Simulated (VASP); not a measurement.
# InSe (R3m) in VASP: single point with PBE

Aim: the single point of InSe with PBE.

Everything below comes from runs of VASP 6.6.1. Logs are shortened: lines on timing, memory, paths and dates and some standing lists are left out, and cuts for length are marked.

## Step 1: The cell of the first run

It takes space group R3m (No. 160, trigonal). The conventional cell has a = 4.021 Å, b = 4.021 Å, c = 25.232 Å, α = 90.00°, β = 90.00°, γ = 120.00°. In (site symmetry 3m) has 3 Se at 2.64 Å and 1 In at 2.79 Å within 3.5 Å. In (site symmetry 3m) has 3 Se at 2.64 Å and 1 In at 2.79 Å within 3.5 Å. Within 3.5 Å of Se (site symmetry 3m) lie 3 In at 2.64 Å. Within 3.5 Å of Se (site symmetry 3m) lie 3 In at 2.64 Å.

## Step 2: Single point, PBE

File INCAR:

```
ALGO = Normal
EDIFF = 1E-6
ENCUT = 520
GGA = PE
ISIF = 2
ISMEAR = 0
LASPH = True
LCHARG = False
LREAL = False
LWAVE = False
NBANDS = 27
NELM = 80
PREC = Accurate
SIGMA = 0.01
```

File KPOINTS:

```
k-points
0
Gamma
  6 6 6
```

File POSCAR:

```
InSe
1.0
    2.0105578949      1.1607961418      8.4106659994
   -2.0105578949      1.1607961418      8.4106659994
    0.0000000000     -2.3215922836      8.4106659994
In Se
2 2
Direct
    0.0004771579      0.0004771579      0.0004771579
    0.1108703957      0.1108703957      0.1108703957
    0.6169580853      0.6169580853      0.6169580853
    0.8276943611      0.8276943611      0.8276943611
```

Potentials or basis: VASP PAW PBE potentials, release 64 (In_d, Se).

The run is started by

```
> cat potpaw_PBE.64/In_d/POTCAR potpaw_PBE.64/Se/POTCAR > POTCAR
> mpirun -np 1 vasp_std > vasp.out
```

OUTCAR:

```text
EDIFF = 1E-6
   ENCUT = 520
   GGA = PE
   ISIF = 2
   ISMEAR = 0
   LASPH = True
   LREAL = False
   NELM = 80
   PREC = Accurate

 ion  position               nearest neighbor table
   1  0.000  0.000  0.000-   3 2.64   3 2.64   3 2.64   2 2.79
   2  0.111  0.111  0.111-   4 2.64   4 2.64   4 2.64   1 2.79
   3  0.617  0.617  0.617-   1 2.64   1 2.64   1 2.64
   4  0.828  0.828  0.828-   2 2.64   2 2.64   2 2.64

  LATTYP: Found a trigonal (rhomboedric) cell.
 ALAT       =     8.7251987533
 COS(alpha) =     0.8938029372

  Lattice vectors:

 A1 = (   2.0105578949,   1.1607961418,   8.4106659994)
 A2 = (  -2.0105578949,   1.1607961418,   8.4106659994)
 A3 = (   0.0000000000,  -2.3215922836,   8.4106659994)

Analysis of symmetry for initial positions (statically):
=====================================================================
 Subroutine PRICEL returns:
 Original cell was already a primitive cell.

 Routine SETGRP: Setting up the symmetry group for a
 trigonal (rhombohedral) supercell.

 Subroutine GETGRP returns: Found  6 space group operations
 (whereof  6 operations were pure point group operations)
 out of a pool of 12 trial point group operations.

The static configuration has the point symmetry C_3v.

Analysis of symmetry for dynamics (positions and initial velocities):
=====================================================================
 Subroutine PRICEL returns:
 Original cell was already a primitive cell.

 Routine SETGRP: Setting up the symmetry group for a
 trigonal (rhombohedral) supercell.

 Subroutine GETGRP returns: Found  6 space group operations
 (whereof  6 operations were pure point group operations)
 out of a pool of 12 trial point group operations.

The dynamic configuration has the point symmetry C_3v.

 Subroutine INISYM returns: Found  6 space group operations
 (whereof  6 operations are pure point group operations),
 and found     1 'primitive' translations

----------------------------------------------------------------------------------------

                                     Primitive cell

  volume of cell :     117.7753

  direct lattice vectors                    reciprocal lattice vectors
     2.010557895  1.160796142  8.410665999     0.248687193  0.143579618  0.039632216
    -2.010557895  1.160796142  8.410665999    -0.248687193  0.143579618  0.039632216
     0.000000000 -2.321592284  8.410665999     0.000000000 -0.287159236  0.039632216

  length of vectors
     8.725198753  8.725198753  8.725198753     0.289881251  0.289881251  0.289881251

  position of ions in fractional coordinates (direct lattice)
     0.000477158  0.000477158  0.000477158
     0.110870396  0.110870396  0.110870396
     0.616958085  0.616958085  0.616958085
     0.827694361  0.827694361  0.827694361

  ion indices of the primitive-cell ions
   primitive index   ion index
                 1           1
                 2           2
                 3           3
                 4           4

----------------------------------------------------------------------------------------

 KPOINTS: k-points

Automatic generation of k-mesh.
 Grid dimensions read from file:
 generate k-points for:    6    6    6

 Generating k-lattice:

  Cartesian coordinates                     Fractional coordinates (reciprocal lattice)
     0.041447866  0.023929936  0.006605369     0.166666667 -0.000000000  0.000000000
    -0.041447866  0.023929936  0.006605369    -0.000000000  0.166666667  0.000000000
     0.000000000 -0.047859873  0.006605369     0.000000000  0.000000000  0.166666667

  Length of vectors
     0.048313542  0.048313542  0.048313542

  Shift w.r.t. Gamma in fractional coordinates (k-lattice)
     0.000000000  0.000000000  0.000000000

 Subroutine IBZKPT returns following result:
 ===========================================

 Found     32 irreducible k-points:

 Following reciprocal coordinates:
            Coordinates               Weight
  0.000000  0.000000  0.000000      1.000000
  0.166667 -0.000000  0.000000      6.000000
  0.333333 -0.000000  0.000000      6.000000
  0.500000 -0.000000  0.000000      3.000000
  0.166667  0.166667  0.000000      6.000000
  0.333333  0.166667  0.000000     12.000000
[... 16 lines left out ...]
  0.500000  0.500000  0.166667      6.000000
 -0.333333  0.500000  0.166667     12.000000
 [... further k-points ...]
   k-points           NKPTS =     32   k-points in BZ     NKDIM =     32   number of bands    NBANDS=     27
   number of dos      NEDOS =    301   number of ions     NIONS =      4
   total plane-waves  NPLWV = 343000
   dimension x,y,z NGX =    70 NGY =   70 NGZ =   70
   dimension x,y,z NGXF=   140 NGYF=  140 NGZF=  140
   ions per type =               2   2
   NGX,Y,Z   is equivalent  to a cutoff of  13.34, 13.34, 13.34 a.u.
   NGXF,Y,Z  is equivalent  to a cutoff of  26.67, 26.67, 26.67 a.u.
 SYSTEM =  unknown system
   PREC   = accura    normal or accurate (medium, high low for compatibility)
   ISTART =      0    job   : 0-new  1-cont  2-samecut
   ICHARG =      2    charge: 1-file 2-atom 10-const
   ISPIN  =      1    spin polarized calculation?
   LNONCOLLINEAR =      F non collinear calculations
   LSORBIT =      F    spin-orbit coupling
   LASPH  =      T    aspherical Exc in radial PAW
   ENCUT  =  520.0 eV  38.22 Ry    6.18 a.u.  16.22 16.22 16.22*2*pi/ulx,y,z
   NELM   =     80;   NELMIN=  2; NELMDL= -5     # of ELM steps
   EDIFF  = 0.1E-05   stopping-criterion for ELM
   LREAL  =      F    real-space projection
   EDIFFG = 0.1E-04   stopping-criterion for IOM
   NSW    =      0    number of steps for IOM
   IBRION =     -1    ionic relax: 0-MD 1-quasi-New 2-CG
   NFREE  =      0    steps in history (QN), initial steepest desc. (CG)
   ISIF   =      2    stress and relaxation
   ISYM   =      2    0-nonsym 1-usesym 2-fastsym
   POTIM  = 0.5000    time-step for ionic-motion
   TEBEG  =    0.0;   TEEND  =   0.0 temperature during run
   PSTRESS=    0.0 pullay stress
   NELECT =      38.0000    total number of electrons
   NUPDOWN=      -1.0000    fix difference up-down
   EMIN   =  10.00;   EMAX   =-10.00  energy-range for DOS
   EFERMI =   0.00;   METHOD = LEGACY
   ISMEAR =     0;   SIGMA  =   0.01  broadening in eV -4-tet -1-fermi 0-gaus
   EFERMI_NEDOS =   21; number of points for ismear=-14 and -15
   IALGO  =     38    algorithm
   IMIX   =      4    mixing-type and parameters
     AMIX     =   0.40;   BMIX     =  1.00
     AMIX_MAG =   1.60;   BMIX_MAG =  1.00
  volume/ion in A,a.u.               =      29.44       198.70
  Fermi-wavevector in a.u.,A,eV,Ry     =   1.122840  2.121860 17.153820  1.260770
  Thomas-Fermi vector in A             =   2.259503
   LORBIT       =      0    0 simple, 1 ext, 2 COOP (PROOUT), +10 PAW based schemes
   GGA     = PE    functional components
   LHFCALC =     F    Hartree Fock is set to
   AEXX    =    0.0000 exact exchange contribution
   IVDW    =     0    specifies the selected vdW correction
   LEPSILON=     F    determine dielectric tensor
   LRPA    =     F    only Hartree local field effects (RPA)
 non-spin polarized calculation
 Gauss-broadening in eV      SIGMA  =   0.01
  energy-cutoff  :      520.00
  volume of cell :      117.78
 maximum number of plane-waves:      3199
 NGX is ok and might be reduce to    70
   NGX = 33   NGY = 33   NGZ = 33

 number of electron      38.0000001 magnetization

 Free energy of the ion-electron system (eV)
  ---------------------------------------------------
  ext. energy  EPLUGINS =         0.00000000
  ---------------------------------------------------
  free energy    TOTEN  =       -14.14982795 eV

  energy without entropy =      -14.14982795  energy(sigma->0) =      -14.14982795

 E-fermi :   4.1308     XC(G=0):  -8.8684

 val. band max:        4.0547397063   @ k =   0.5000   0.5000   0.5000
 cond. band min:       4.4406291720   @ k =   0.5000   0.5000   0.5000
 fundamental gap:      0.3858894657
 Fermi energy:         4.1308216228

 k-point     1 :       0.0000    0.0000    0.0000
  band No.  band energies     occupation
      1     -10.7746      2.00000
      2     -10.5844      2.00000
      3     -10.5844      2.00000
      4     -10.4998      2.00000
      5     -10.4998      2.00000
      6     -10.4887      2.00000
[... 19 lines left out ...]
     26       9.4953      0.00000
     27      11.4662      0.00000

 k-point     2 :       0.1667   -0.0000    0.0000
  band No.  band energies     occupation
      1     -10.7805      2.00000
      2     -10.6686      2.00000
      3     -10.5984      2.00000
      4     -10.5809      2.00000
      5     -10.4958      2.00000
      6     -10.4812      2.00000
[... 19 lines left out ...]
     26      10.0558      0.00000
     27      10.8256      0.00000

 k-point     3 :       0.3333   -0.0000    0.0000
  band No.  band energies     occupation
      1     -10.8569      2.00000
      2     -10.7386      2.00000
      3     -10.7130      2.00000
      4     -10.5799      2.00000
      5     -10.5098      2.00000
      6     -10.4443      2.00000
[... 19 lines left out ...]
     26      10.6518      0.00000
     27      11.3141      0.00000

 k-point     4 :       0.5000   -0.0000    0.0000
  band No.  band energies     occupation
      1     -10.9049      2.00000
      2     -10.7942      2.00000
      3     -10.7109      2.00000
      4     -10.5812      2.00000
      5     -10.5166      2.00000
      6     -10.4262      2.00000
[... 19 lines left out ...]
     26      10.4693      0.00000
     27      11.0760      0.00000
[... 516 lines left out ...]
      4     -10.5921      2.00000
      5     -10.5035      2.00000
      6     -10.4378      2.00000
[... 19 lines left out ...]
     26      11.1513      0.00000
     27      11.6972      0.00000

 k-point    23 :       0.5000    0.5000    0.1667
  band No.  band energies     occupation
      1     -10.8490      2.00000
      2     -10.7491      2.00000
      3     -10.7108      2.00000
      4     -10.5803      2.00000
      5     -10.5097      2.00000
      6     -10.4441      2.00000
[... 19 lines left out ...]
     26      10.9949      0.00000
     27      11.3614      0.00000

 k-point    24 :      -0.3333    0.5000    0.1667
  band No.  band energies     occupation
      1     -10.8866      2.00000
      2     -10.7942      2.00000
      3     -10.7106      2.00000
      4     -10.5923      2.00000
      5     -10.5035      2.00000
      6     -10.4377      2.00000
[... 19 lines left out ...]
     26      11.1910      0.00000
     27      11.5994      0.00000

 [... further k-points ...]

------------------------ aborting loop because EDIFF is reached ----------------------------------------

  FORCE on cell =-STRESS in cart. coord.  units (eV):
  Direction    XX          YY          ZZ          XY          YZ          ZX
  --------------------------------------------------------------------------------------
  -------------------------------------------------------------------------------------
  Total        1.8694615      1.8694615      1.7572450      0.0000000      0.0000000      0.0000000
  in kB       25.4315561     25.4315561     23.9049984      0.0000000      0.0000000      0.0000000
  external PRESSURE =      24.9227035 kB  Pullay stress =       0.0000000 kB

 VOLUME and BASIS-vectors are now :
 -----------------------------------------------------------------------------
  energy-cutoff  :      520.00
  volume of cell :      117.78
      direct lattice vectors                 reciprocal lattice vectors
     2.010557895  1.160796142  8.410665999     0.248687193  0.143579618  0.039632216
    -2.010557895  1.160796142  8.410665999    -0.248687193  0.143579618  0.039632216
     0.000000000 -2.321592284  8.410665999     0.000000000 -0.287159236  0.039632216

 POSITION                                       TOTAL-FORCE (eV/Angst)
 -----------------------------------------------------------------------------------
      0.00000      0.00000      0.01204         0.000000      0.000000      0.127335
      0.00000      0.00000      2.79748         0.000000     -0.000000     -0.127459
      0.00000      0.00000     15.56709         0.000000      0.000000     -0.209256
      0.00000      0.00000     20.88438         0.000000     -0.000000      0.209380
 -----------------------------------------------------------------------------------
    total drift:                                0.000000      0.000000      0.000128

  FREE ENERGIE OF THE ION-ELECTRON SYSTEM (eV)
  ---------------------------------------------------
  free  energy   TOTEN  =       -14.1498279518 eV

  energy  without entropy=      -14.1498279518  energy(sigma->0) =      -14.14982795
```

It took 7.5 min on 1 thread of Intel Xeon Platinum 8259CL at 2.50GHz (Skylake/Cascade Lake), shared host; peak memory 0.65 GiB.

What came out:

```yaml
Free_energy: -14.1498 eV
Pressure: 2.5 GPa
Largest_force: 0.209 eV/Å
Band_gap_on_the_k_mesh: 0.39 eV
```

Forces on the atoms (eV/Å):
```
In   0.000  0.000  0.127
In   0.000  0.000 -0.127
Se   0.000  0.000 -0.209
Se   0.000  0.000  0.209
```

Caveat: semilocal functionals underestimate gaps, and a narrow one can read as zero; spin-orbit coupling is left out, which moves the levels of the heavy elements. A k mesh can miss the band edges.
